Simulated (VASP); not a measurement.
# Y (Pm-3m) in VASP: a series of runs, part 2 of 2

VASP 6.6.1. The steps go on from the part before.

### Step 3. Single point, r2SCAN

This run uses another cell than the first one, of 19.58 Å³/atom, 1.117 times its volume.

Contents of POSCAR:

```
Y
1.0
    2.6951355932      0.0000000000      0.0000000000
    0.0000000000      2.6951355932      0.0000000000
    0.0000000000      0.0000000000      2.6951355932
Y
1
Direct
    0.0000000000      0.0000000000      0.0000000000
```

Contents of INCAR.step1:

```
PREC = Accurate ; ENCUT = 520
ISMEAR = -1 ; SIGMA = 0.1
LREAL = F ; LASPH = T
NELM = 60 ; NBANDS = 12
GGA = PE ; ALGO = Normal
EDIFF = 1E-4 ; LWAVE = T
LCHARG = F
```

Contents of INCAR.step2:

```
PREC = Accurate ; ENCUT = 520
EDIFF = 1E-7 ; ISMEAR = -1
SIGMA = 0.1 ; LREAL = F
LASPH = T ; NELM = 60
ALGO = Normal ; ISIF = 2
LWAVE = F ; LCHARG = F
METAGGA = R2SCAN ; LMIXTAU = T
NBANDS = 12 ; ISTART = 1
```

Contents of KPOINTS:

```
regular mesh
0
Gamma
  12 12 12
```

Potentials or basis: VASP PAW PBE potentials, release 64 (Y_sv).

Started as:

```
$ cat potpaw_PBE.64/Y_sv/POTCAR > POTCAR
$ cp INCAR.step1 INCAR
$ mpirun -np 1 vasp_std > vasp.out
$ cp INCAR.step2 INCAR
$ mpirun -np 1 vasp_std > vasp.out
```

It took 67 s on 1 thread of Intel Xeon Platinum 8488C (Sapphire Rapids), shared host; peak memory 0.15 GiB.

It converged, with:

```yaml
Free_energy: -18.2499 eV
Pressure: 40.4 GPa
```

Levels at points of the mesh, in eV from the Fermi level:
| k point | band 3 | band 4 | band 5 | band 6 | band 7 | band 8 |
| --- | --- | --- | --- | --- | --- | --- |
| (0.00, 0.00, 0.00) | -22.06 | -22.06 | -4.87 | -1.79 | -1.79 | 9.26 |
| (0.50, 0.00, 0.00) | -21.72 | -21.72 | -0.92 | -0.39 | 1.52 | 4.05 |
| (0.50, 0.50, 0.00) | -24.74 | -21.40 | -4.65 | 1.08 | 5.26 | 5.26 |
| (0.50, 0.50, 0.50) | -24.22 | -24.22 | -2.26 | -2.26 | -2.26 | 5.62 |

Caveat: the PAW data sets were made with another functional, which shifts forces and pressure a little.

### Step 4. Single point, r2SCAN

This run uses another cell than the first one, of 23.26 Å³/atom, 1.327 times its volume.

Contents of POSCAR:

```
Y
1.0
    2.8545890217      0.0000000000      0.0000000000
    0.0000000000      2.8545890217      0.0000000000
    0.0000000000      0.0000000000      2.8545890217
Y
1
Direct
    0.0000000000      0.0000000000      0.0000000000
```

Contents of INCAR.step1:

```
SYSTEM = Y
  PREC = Accurate
  ENCUT = 520
  ISMEAR = -1
  SIGMA = 0.1
  LREAL = .False.
  LASPH = .True.
  NELM = 60
  NBANDS = 12
  GGA = PE
  ALGO = Normal
  EDIFF = 1E-4
  LWAVE = .True.
  LCHARG = .False.
```

Contents of INCAR.step2:

```
SYSTEM = Y
  PREC = Accurate
  ENCUT = 520
  EDIFF = 1E-6
  ISMEAR = -1
  SIGMA = 0.1
  LREAL = .False.
  LASPH = .True.
  NELM = 60
  ALGO = Normal
  ISIF = 2
  LWAVE = .False.
  LCHARG = .True.
  METAGGA = R2SCAN
  LMIXTAU = .True.
  LELF = .True.
  LVHAR = .True.
  NBANDS = 12
  ISTART = 1
```

Contents of KPOINTS:

```
regular mesh
0
Gamma
  12 12 12
  0 0 0
```

Potentials or basis: VASP PAW PBE potentials, release 64 (Y_sv).

Started as:

```
$ cat potpaw_PBE.64/Y_sv/POTCAR > POTCAR
$ cp INCAR.step1 INCAR
$ mpirun -np 1 vasp_std > vasp.out
$ cp INCAR.step2 INCAR
$ mpirun -np 1 vasp_std > vasp.out
```

OUTCAR:

```text
SYSTEM = Y
   PREC = Accurate
   ENCUT = 520
   EDIFF = 1E-6
   ISMEAR = -1
   LREAL = .False.
   LASPH = .True.
   NELM = 60
   ISIF = 2
   METAGGA = R2SCAN
   ISTART = 1

 ion  position               nearest neighbor table
   1  0.000  0.000  0.000-

  LATTYP: Found a simple cubic cell.
 ALAT       =     2.8545890217

  Lattice vectors:

 A1 = (   2.8545890217,   0.0000000000,   0.0000000000)
 A2 = (   0.0000000000,   2.8545890217,   0.0000000000)
 A3 = (   0.0000000000,   0.0000000000,   2.8545890217)

Analysis of symmetry for initial positions (statically):
=====================================================================
 Subroutine PRICEL returns:
 Original cell was already a primitive cell.

 Routine SETGRP: Setting up the symmetry group for a
 simple cubic supercell.

 Subroutine GETGRP returns: Found 48 space group operations
 (whereof 48 operations were pure point group operations)
 out of a pool of 48 trial point group operations.

The static configuration has the point symmetry O_h .

Analysis of symmetry for dynamics (positions and initial velocities):
[... 158 lines left out ...]

 val. band max:        5.1651859093   @ k =   0.2500   0.1667   0.0833
 cond. band min:       5.1879281777   @ k =   0.3333   0.3333   0.3333
 fundamental gap:      0.0227422684
 Fermi energy:         5.1671204478

 k-point     1 :       0.0000    0.0000    0.0000
  band No.  band energies     occupation
      1     -39.1422      2.00000
      2     -17.4233      2.00000
      3     -17.4233      2.00000
      4     -17.4233      2.00000
      5       0.0895      2.00000
      6       3.8118      2.00000
      7       3.8118      2.00000
      8      13.0594      0.00000
      9      13.0594      0.00000
     10      13.0594      0.00000
     11      19.1829      0.00000
     12      19.1829      0.00000
[... 331 lines left out ...]
 k-point    24 :       0.4167    0.3333    0.0000
  band No.  band energies     occupation
      1     -38.6375      2.00000
      2     -19.1935      2.00000
      3     -18.7815      2.00000
      4     -17.0734      2.00000
      5       2.3823      2.00000
      6       5.3014      0.41403
      7       9.3327      0.00000
      8       9.7127      0.00000
      9      10.3538      0.00000
     10      10.4670      0.00000
     11      15.7495      0.00000
     12      19.5123      0.00000

 [... further k-points ...]
[... 5 lines left out ...]
  --------------------------------------------------------------------------------------
  -------------------------------------------------------------------------------------
  Total        2.9296087      2.9296087      2.9296087      0.0000000      0.0000000     -0.0000000
  in kB      201.7852534    201.7852534    201.7852534      0.0000000      0.0000000     -0.0000000
  external PRESSURE =     201.7852534 kB  Pullay stress =       0.0000000 kB

 VOLUME and BASIS-vectors are now :
 -----------------------------------------------------------------------------
  energy-cutoff  :      520.00
  volume of cell :       23.26
      direct lattice vectors                 reciprocal lattice vectors
     2.854589022  0.000000000  0.000000000     0.350313125  0.000000000  0.000000000
     0.000000000  2.854589022  0.000000000     0.000000000  0.350313125  0.000000000
     0.000000000  0.000000000  2.854589022     0.000000000  0.000000000  0.350313125

 POSITION                                       TOTAL-FORCE (eV/Angst)
 -----------------------------------------------------------------------------------
      0.00000      0.00000      0.00000         0.000000      0.000000      0.000000
 -----------------------------------------------------------------------------------
    total drift:                                0.000000      0.000000      0.000000

  FREE ENERGIE OF THE ION-ELECTRON SYSTEM (eV)
  ---------------------------------------------------
  free  energy   TOTEN  =       -18.9187305623 eV

  energy  without entropy=      -18.8642566316  energy(sigma->0) =      -18.89149360
```

Run time: 70 s. Hardware: 1 thread of Intel Xeon Platinum 8488C (Sapphire Rapids), shared host; peak memory 0.17 GiB.

Results:

```yaml
Free_energy: -18.9187 eV
Pressure: 20.2 GPa
```

Caveat: the PAW data sets were made with another functional, which shifts forces and pressure a little.

### Step 5. Summary

```csv
cell,gap on the mesh (eV),pressure (GPa)
"a = 2.598 Å, 1 atom",none,60.6
"a = 2.695 Å, 1 atom",none,40.4
"a = 2.855 Å, 1 atom",none,20.2
```

Alike in all rows: task single point; level r2SCAN; potentials or basis VASP PAW PBE potentials, release 64 (Y_sv); no spin polarisation; k mesh 12 × 12 × 12; cutoff (eV) 520; smearing fermi-dirac 0.1 eV.

Caveats: the PAW data sets were made with another functional, which shifts forces and pressure a little.

Total energies depend on the potentials used, so only differences within one code and one set of settings carry meaning.
